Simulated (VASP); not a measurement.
Runs of VASP 6.6.1 on V. The structure is that of space group P6_3/mmc (No. 194), or close to it. The cells are those of the table. 

```tsv
task	cell	k mesh	cutoff (eV)	smearing	gap on the mesh (eV)	pressure (GPa)
relaxation of shape and atoms at fixed volume	relaxed from a = 2.109, b = 2.109, c = 3.801 Å, angles 90.0, 90.0, 120.0°, 2 atoms	16 × 16 × 9	600	fermi-dirac 0.05 eV	none	327.8
single point	a = 2.531, b = 2.531, c = 4.561 Å, angles 90.0, 90.0, 120.0°, 2 atoms	16 × 16 × 9	520	fermi-dirac 0.05 eV	none	(b)
single point	a = 2.575, b = 2.575, c = 4.639 Å, angles 90.0, 90.0, 120.0°, 2 atoms	16 × 16 × 9	520	fermi-dirac 0.05 eV	none	0.1
single point	a = 2.332, b = 2.332, c = 4.242 Å, angles 90.0, 90.0, 120.0°, 2 atoms	16 × 16 × 9	520	fermi-dirac 0.05 eV	none	92.2
single point	a = 2.218, b = 2.218, c = 4.063 Å, angles 90.0, 90.0, 120.0°, 2 atoms	16 × 16 × 9	520	fermi-dirac 0.05 eV	none	176.8
single point	a = 2.218, b = 2.218, c = 4.063 Å, angles 90.0, 90.0, 120.0°, 2 atoms	24 × 24 × 14	520	methfessel-paxton 0.005 eV	none	177.2
single point	a = 2.435, b = 2.435, c = 4.407 Å, angles 90.0, 90.0, 120.0°, 2 atoms	16 × 16 × 9	520	fermi-dirac 0.05 eV	none	41.7
single point	a = 2.098, b = 2.098, c = 3.842 Å, angles 90.0, 90.0, 120.0°, 2 atoms	16 × 16 × 9	520	fermi-dirac 0.05 eV	none	(a)
relaxation of shape and atoms at fixed volume	relaxed from a = 2.230, b = 2.230, c = 4.018 Å, angles 90.0, 90.0, 120.0°, 2 atoms	16 × 16 × 9	600	fermi-dirac 0.05 eV	none	176.8
```

Alike in all rows: level PBEsol; potentials or basis VASP PAW PBE potentials, release 64 (V_sv); no spin polarisation.

Fill in the values left out.

(a) 328.3; (b) 10.9.

Caveats: the PAW data sets were made with another functional, which shifts forces and pressure a little.

A gap of «none» marks levels without a gap at the run's occupations.
